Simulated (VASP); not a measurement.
# Hf (P-1) in VASP: single point with PBEsol

Aim: the single point of Hf with PBEsol.

Program: VASP 6.6.1. These are calculated values, not measurements. Logs are shortened: lines on timing, memory, paths and dates and some standing lists are left out, and cuts for length are marked.

## (1) The cell of the first run

The typed cell holds 1 atom: a = 3.141 Å, b = 3.057 Å, c = 3.091 Å, α = 58.74°, β = 59.10°, γ = 55.96°.

## (2) Single point, PBEsol (the cell strained at random)

Input file INCAR:

```
SYSTEM = Hf
ALGO     = Fast           ! electronic algorithm
EDIFF    = 1E-7           ! SCF threshold, eV
ENCUT    = 520            ! plane-wave cutoff, eV
GGA      = PS             ! functional
ISIF     = 2              ! what is computed and relaxed
ISMEAR   = 0              ! smearing method
LASPH    = .TRUE.         ! aspherical terms in the spheres
LCHARG   = .FALSE.        ! write CHGCAR
LREAL    = .FALSE.        ! projectors in reciprocal space
LWAVE    = .FALSE.        ! write WAVECAR
NBANDS   = 11             ! bands
NELM     = 100            ! most SCF steps
PREC     = Accurate       ! precision mode
SIGMA    = 0.1            ! smearing width, eV
```

Input file KPOINTS:

```
k-points
0
G
  14 16 14
  0 0 0
```

Input file POSCAR:

```
Hf
1.0
    0.0577422000      2.1748674000      2.2653546000
    2.1049818000      0.1088244000      2.2142724000
    2.1758664000      2.1946698000      0.0379398000
Hf
1
Direct
    0.0000000000      0.0000000000      0.0000000000
```

Potentials or basis: VASP PAW PBE potentials, release 64 (Hf_pv).

Run with:

```bash
cat potpaw_PBE.64/Hf_pv/POTCAR > POTCAR
mpirun -np 1 vasp_std > vasp.out
```

OUTCAR:

```text
SYSTEM = Hf
   EDIFF = 1E-7
   ENCUT = 520
   GGA = PS
   ISIF = 2
   ISMEAR = 0
   LASPH = .TRUE.
   LREAL = .FALSE.
   NELM = 100
   PREC = Accurate

 ion  position               nearest neighbor table
   1  0.000  0.000  0.000-

  LATTYP: Found a triclinic cell.
 ALAT       =     5.3576306923
 B/A-ratio  =     0.5768776232
 C/A-ratio  =     1.3438145588
 COS(alpha) =     0.0077248770
 COS(beta)  =     0.4648815030
 COS(gamma) =     0.8729738110

  Lattice vectors:

 A1 = (  -4.2808482000,  -2.3034942000,  -2.2522122000)
 A2 = (  -2.1758664000,  -2.1946698000,  -0.0379398000)
 A3 = (  -4.0813368000,   4.0430640000,  -4.3395228000)

Analysis of symmetry for initial positions (statically):
=====================================================================
 Subroutine PRICEL returns:
 Original cell was already a primitive cell.

 Routine SETGRP: Setting up the symmetry group for a
 triclinic supercell.

 Subroutine GETGRP returns: Found  2 space group operations
 (whereof  2 operations were pure point group operations)
 out of a pool of  2 trial point group operations.

The static configuration has the point symmetry S_2 .

Analysis of symmetry for dynamics (positions and initial velocities):
=====================================================================
 Subroutine PRICEL returns:
 Original cell was already a primitive cell.

 Routine SETGRP: Setting up the symmetry group for a
 triclinic supercell.

 Subroutine GETGRP returns: Found  2 space group operations
 (whereof  2 operations were pure point group operations)
 out of a pool of  2 trial point group operations.

The dynamic configuration has the point symmetry S_2 .

 Subroutine INISYM returns: Found  2 space group operations
 (whereof  2 operations are pure point group operations),
 and found     1 'primitive' translations

----------------------------------------------------------------------------------------

                                     Primitive cell

  volume of cell :      19.9533

  direct lattice vectors                    reciprocal lattice vectors
     0.057742200  2.174867400  2.265354600    -0.243341455  0.237459240  0.219660406
     2.104981800  0.108824400  2.214272400     0.245031565 -0.246922326  0.230813602
     2.175866400  2.194669800  0.037939800     0.228995717  0.232576588 -0.229123492

  length of vectors
     3.140893795  3.057089039  3.090697260     0.404787164  0.417475774  0.398783753

  position of ions in fractional coordinates (direct lattice)
     0.000000000  0.000000000  0.000000000

  ion indices of the primitive-cell ions
   primitive index   ion index
                 1           1

----------------------------------------------------------------------------------------

 KPOINTS: k-points

Automatic generation of k-mesh.
 Grid dimensions read from file:
 generate k-points for:   14   16   14

 Generating k-lattice:

  Cartesian coordinates                     Fractional coordinates (reciprocal lattice)
    -0.017381532  0.016961374  0.015690029     0.071428571 -0.000000000  0.000000000
     0.015314473 -0.015432645  0.014425850     0.000000000  0.062500000 -0.000000000
     0.016356837  0.016612613 -0.016365964     0.000000000  0.000000000  0.071428571

  Length of vectors
     0.028913369  0.026092236  0.028484554

  Shift w.r.t. Gamma in fractional coordinates (k-lattice)
     0.000000000  0.000000000  0.000000000

 Subroutine IBZKPT returns following result:
 ===========================================

 Found   1572 irreducible k-points:

 Following reciprocal coordinates:
            Coordinates               Weight
  0.000000  0.000000  0.000000      1.000000
  0.071429  0.000000 -0.000000      2.000000
  0.142857  0.000000 -0.000000      2.000000
  0.214286  0.000000  0.000000      2.000000
  0.285714 -0.000000 -0.000000      2.000000
  0.357143  0.000000 -0.000000      2.000000
[... 16 lines left out ...]
  0.000000  0.125000  0.000000      2.000000
  0.071429  0.125000 -0.000000      2.000000
 [... further k-points ...]
   k-points           NKPTS =   1572   k-points in BZ     NKDIM =   1572   number of bands    NBANDS=     11
   number of dos      NEDOS =    301   number of ions     NIONS =      1
   total plane-waves  NPLWV =  13824
   dimension x,y,z NGX =    24 NGY =   24 NGZ =   24
   dimension x,y,z NGXF=    48 NGYF=   48 NGZF=   48
   ions per type =               1
   NGX,Y,Z   is equivalent  to a cutoff of  12.70, 13.05, 12.91 a.u.
   NGXF,Y,Z  is equivalent  to a cutoff of  25.41, 26.10, 25.82 a.u.
 SYSTEM =  Hf
   PREC   = accura    normal or accurate (medium, high low for compatibility)
   ISTART =      0    job   : 0-new  1-cont  2-samecut
   ICHARG =      2    charge: 1-file 2-atom 10-const
   ISPIN  =      1    spin polarized calculation?
   LNONCOLLINEAR =      F non collinear calculations
   LSORBIT =      F    spin-orbit coupling
   LASPH  =      T    aspherical Exc in radial PAW
   ENCUT  =  520.0 eV  38.22 Ry    6.18 a.u.   5.84  5.68  5.75*2*pi/ulx,y,z
   NELM   =    100;   NELMIN=  2; NELMDL= -5     # of ELM steps
   EDIFF  = 0.1E-06   stopping-criterion for ELM
   LREAL  =      F    real-space projection
   EDIFFG = 0.1E-05   stopping-criterion for IOM
   NSW    =      0    number of steps for IOM
   IBRION =     -1    ionic relax: 0-MD 1-quasi-New 2-CG
   NFREE  =      0    steps in history (QN), initial steepest desc. (CG)
   ISIF   =      2    stress and relaxation
   ISYM   =      2    0-nonsym 1-usesym 2-fastsym
   POTIM  = 0.5000    time-step for ionic-motion
   TEBEG  =    0.0;   TEEND  =   0.0 temperature during run
   PSTRESS=    0.0 pullay stress
   NELECT =      10.0000    total number of electrons
   NUPDOWN=      -1.0000    fix difference up-down
   EMIN   =  10.00;   EMAX   =-10.00  energy-range for DOS
   EFERMI =   0.00;   METHOD = LEGACY
   ISMEAR =     0;   SIGMA  =   0.10  broadening in eV -4-tet -1-fermi 0-gaus
   EFERMI_NEDOS =   21; number of points for ismear=-14 and -15
   IALGO  =     68    algorithm
   IMIX   =      4    mixing-type and parameters
     AMIX     =   0.40;   BMIX     =  1.00
     AMIX_MAG =   1.60;   BMIX_MAG =  1.00
  volume/ion in A,a.u.               =      19.95       134.65
  Fermi-wavevector in a.u.,A,eV,Ry     =   1.300379  2.457359 23.007243  1.690985
  Thomas-Fermi vector in A             =   2.431581
   LORBIT       =      0    0 simple, 1 ext, 2 COOP (PROOUT), +10 PAW based schemes
   GGA     = PS    functional components
   LHFCALC =     F    Hartree Fock is set to
   AEXX    =    0.0000 exact exchange contribution
   IVDW    =     0    specifies the selected vdW correction
   LEPSILON=     F    determine dielectric tensor
   LRPA    =     F    only Hartree local field effects (RPA)
 non-spin polarized calculation
 RMM-DIIS sequential band-by-band and
 Gauss-broadening in eV      SIGMA  =   0.10
  energy-cutoff  :      520.00
  volume of cell :       19.95
 maximum number of plane-waves:       549
   NGX = 11   NGY = 11   NGZ = 11

 number of electron      10.0000000 magnetization

 Free energy of the ion-electron system (eV)
  ---------------------------------------------------
  ext. energy  EPLUGINS =         0.00000000
  ---------------------------------------------------
  free energy    TOTEN  =       -10.36321293 eV

  energy without entropy =      -10.35681757  energy(sigma->0) =      -10.36001525

 E-fermi :   5.3979     XC(G=0): -11.9241

 val. band max:        5.3977964716   @ k =  -0.0000  -0.3750   0.1429
 cond. band min:       5.4004949670   @ k =  -0.2143  -0.0000   0.2857
 fundamental gap:      0.0026984954
 Fermi energy:         5.3978629087

 k-point     1 :       0.0000    0.0000    0.0000
  band No.  band energies     occupation
      1     -24.2121      2.00000
      2     -24.1524      2.00000
      3     -24.0655      2.00000
      4      -2.1901      2.00000
      5       6.1665      0.00000
      6       6.5910      0.00000
      7       7.6780      0.00000
      8       9.6242      0.00000
      9      10.5597      0.00000
     10      17.1610      0.00000
     11      18.8424      0.00000

 k-point     2 :       0.0714    0.0000   -0.0000
  band No.  band energies     occupation
      1     -24.2230      2.00000
      2     -24.1906      2.00000
      3     -24.1013      2.00000
      4      -1.9810      2.00000
      5       6.1888      0.00000
      6       6.6454      0.00000
      7       7.5889      0.00000
      8       9.5378      0.00000
      9      10.3826      0.00000
     10      17.6213      0.00000
     11      20.6805      0.00000

 k-point     3 :       0.1429    0.0000   -0.0000
  band No.  band energies     occupation
      1     -24.3782      2.00000
      2     -24.2217      2.00000
      3     -24.1483      2.00000
      4      -1.3906      2.00000
      5       6.0522      0.00000
      6       6.7813      0.00000
      7       7.5717      0.00000
      8       9.4131      0.00000
      9      10.0108      0.00000
     10      18.5261      0.00000
     11      20.0051      0.00000

 k-point     4 :       0.2143    0.0000    0.0000
  band No.  band energies     occupation
      1     -24.6426      2.00000
      2     -24.2383      2.00000
      3     -24.1942      2.00000
      4      -0.5352      2.00000
      5       5.6802      0.00007
      6       6.9169      0.00000
      7       7.6025      0.00000
      8       9.6401      0.00000
      9       9.8191      0.00000
     10      17.9183      0.00000
     11      18.8386      0.00000
[... 239 lines left out ...]
 k-point    22 :      -0.0714    0.0625   -0.0000
  band No.  band energies     occupation
      1     -24.2690      2.00000
      2     -24.2140      2.00000
      3     -24.1669      2.00000
      4      -1.6673      2.00000
      5       6.4556      0.00000
      6       6.7845      0.00000
      7       7.1661      0.00000
      8       9.6067      0.00000
      9       9.8777      0.00000
     10      18.2795      0.00000
     11      20.5332      0.00000

 k-point    23 :       0.0000    0.1250    0.0000
  band No.  band energies     occupation
      1     -24.2964      2.00000
      2     -24.2275      2.00000
      3     -24.1835      2.00000
      4      -1.5238      2.00000
      5       6.4246      0.00000
      6       6.8531      0.00000
      7       7.1755      0.00000
      8       9.2564      0.00000
      9       9.9959      0.00000
     10      18.4417      0.00000
     11      20.5159      0.00000

 k-point    24 :       0.0714    0.1250   -0.0000
  band No.  band energies     occupation
      1     -24.2914      2.00000
      2     -24.2378      2.00000
      3     -24.1280      2.00000
      4      -1.6121      2.00000
      5       5.9169      0.00000
      6       6.8890      0.00000
      7       7.7674      0.00000
      8       8.8026      0.00000
      9      10.5674      0.00000
     10      18.4049      0.00000
     11      18.8467      0.00000

 [... further k-points ...]
[... 5 lines left out ...]
  --------------------------------------------------------------------------------------
  -------------------------------------------------------------------------------------
  Total        1.2816956      1.2750403      0.9303472     -0.6322638     -0.3554285      0.0962854
  in kB      102.9154239    102.3810277     74.7034460    -50.7684488    -28.5395972      7.7313653
  external PRESSURE =      93.3332992 kB  Pullay stress =       0.0000000 kB

 VOLUME and BASIS-vectors are now :
 -----------------------------------------------------------------------------
  energy-cutoff  :      520.00
  volume of cell :       19.95
      direct lattice vectors                 reciprocal lattice vectors
     0.057742200  2.174867400  2.265354600    -0.243341455  0.237459240  0.219660406
     2.104981800  0.108824400  2.214272400     0.245031565 -0.246922326  0.230813602
     2.175866400  2.194669800  0.037939800     0.228995717  0.232576588 -0.229123492

 POSITION                                       TOTAL-FORCE (eV/Angst)
 -----------------------------------------------------------------------------------
      0.00000      0.00000      0.00000        -0.000000      0.000000      0.000000
 -----------------------------------------------------------------------------------
    total drift:                                0.000000     -0.000000     -0.000000

  FREE ENERGIE OF THE ION-ELECTRON SYSTEM (eV)
  ---------------------------------------------------
  free  energy   TOTEN  =       -10.3632129269 eV

  energy  without entropy=      -10.3568175673  energy(sigma->0) =      -10.36001525
```

Wall time 11 min (1 thread of AMD EPYC 7R13, shared host); peak memory 0.4 GiB.

What came out:

- Free energy: -10.3632 eV
- Pressure: 9.3 GPa
- Band gap on the k mesh: zero (band 5 reaches 6.46 eV, above the bottom of band 6 at 4.65 eV)

Stress tensor (GPa, compression positive):
```
10.29 -5.08  0.77
-5.08 10.24 -2.85
 0.77 -2.85  7.47
```

Caveat: the cell differs from its parent crystal (the cell strained at random); the PAW data sets were made with another functional, which shifts forces and pressure a little; spin-orbit coupling is left out, which moves the levels of the heavy elements.
